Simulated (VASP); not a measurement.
Set up this calculation in VASP 6.6.1, as the native input.

```
Task                   : single point
Functional             : PBE
Potentials or basis    : VASP PAW PBE potentials, release 64 (Sn_d, O)
Cutoff                 : 520 eV
k mesh                 : 4 × 4 × 6
Occupations            : fermi-dirac, width 0.03 eV
Spin                   : no spin polarisation
Dipole correction      : no
Further INCAR settings : ALGO = Normal; EDIFF = 1e-06; NBANDS = 35
```

The structure of SnO2 lies in POSCAR:

```
SnO2
1.0
    4.7373500000      0.0473735000      0.0473735000
    0.0473735000      4.7373500000      0.0473735000
    0.0318640000      0.0318640000      3.1864000000
Sn O
2 4
Direct
    0.0000000000      0.0000000000      0.0000000000
    0.5000000000      0.5000000000      0.5000000000
    0.3056200000      0.3056200000      0.0000000000
    0.1943800000      0.8056200000      0.5000000000
    0.6943800000      0.6943800000      0.0000000000
    0.8056200000      0.1943800000      0.5000000000
```

This cell differs from its parent crystal: equal xy, yz and zx shear strains of +2 %.

One way to write it, as run:

INCAR

```
SYSTEM = SnO2
PREC     = Accurate       ! precision mode
ENCUT    = 520            ! plane-wave cutoff, eV
EDIFF    = 1E-6           ! SCF threshold, eV
ISMEAR   = -1             ! smearing method
SIGMA    = 0.03           ! smearing width, eV
LREAL    = .False.        ! projectors in reciprocal space
LASPH    = .True.         ! aspherical terms in the spheres
NELM     = 80             ! most SCF steps
ALGO     = Normal         ! electronic algorithm
ISIF     = 2              ! what is computed and relaxed
LWAVE    = .False.        ! write WAVECAR
LCHARG   = .False.        ! write CHGCAR
GGA      = PE             ! functional
NBANDS   = 35             ! bands
```

KPOINTS

```
Automatic mesh
0
Gamma
  4 4 6
  0 0 0
```

Potentials or basis: VASP PAW PBE potentials, release 64 (Sn_d, O).

Command:

```sh
$ cat potpaw_PBE.64/Sn_d/POTCAR potpaw_PBE.64/O/POTCAR > POTCAR
$ mpirun -np 1 vasp_std > vasp.out
```

It gave:

| Property | Result |
| --- | --- |
| Pressure | 11.8 GPa |
| Largest force | 0.287 eV/Å |
| Band gap on the k mesh | 1.24 eV, direct |

Caveat: the cell differs from its parent crystal (equal xy, yz and zx shear strains of +2 %); spin-orbit coupling is left out, which moves the levels of the heavy elements.

Run time: 2.5 min on 1 thread of AMD EPYC 7R13, on a shared host, peak memory 0.18 GiB.
